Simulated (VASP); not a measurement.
# BiB: single point with PBE

Crystal: BiB.

```xyz
4
Lattice="3.7933 0.0000 0.0000 -1.8967 3.2851 0.0000 0.0000 0.0000 6.0659" Properties=species:S:1:pos:R:3 pbc="T T T"
B     0.0000    0.0000    0.0000
B     0.0000    0.0000    3.0329
Bi    0.0000    2.1901    1.5165
Bi    1.8967    1.0950    4.5494
```

```yaml
Program: VASP 6.6.1
Task: single point
Functional: PBE
Potentials_or_basis: VASP PAW PBE potentials, release 64 (B, Bi_d)
Cutoff: 520 eV
k_mesh: 12 × 12 × 4
Occupations: fermi-dirac, width 0.02 eV
Spin: no spin polarisation
Dipole_correction: no
Further_INCAR_settings: ALGO = Normal; EDIFF = 1e-07; NBANDS = 26
```

```json
{"Pressure": "0.0 GPa", "Band gap on the k mesh": "zero (band 18 reaches 9.34 eV, above the bottom of band 19 at 4.82 eV)"}
```

Levels at points of the mesh, in eV from the Fermi level:
| k point | band 16 | band 17 | band 18 | band 19 | band 20 | band 21 |
| --- | --- | --- | --- | --- | --- | --- |
| (0.00, 0.00, 0.00) | -0.65 | 0.71 | 1.37 | 1.37 | 1.42 | 1.42 |
| (0.50, 0.00, 0.00) | -4.37 | -3.08 | 0.86 | 0.92 | 1.58 | 1.90 |
| (0.00, 0.00, 0.50) | -0.08 | -0.08 | -0.08 | 0.83 | 0.83 | 3.52 |
| (0.50, 0.00, 0.50) | -1.94 | -1.77 | -1.77 | -1.05 | -1.05 | 3.09 |

Run time: 53 s on 1 thread of Intel(R) Xeon(R) Platinum 8488C (Sapphire Rapids), on a shared host, peak memory 0.24 GiB.

Caveat: spin-orbit coupling is left out, which moves the levels of the heavy elements.
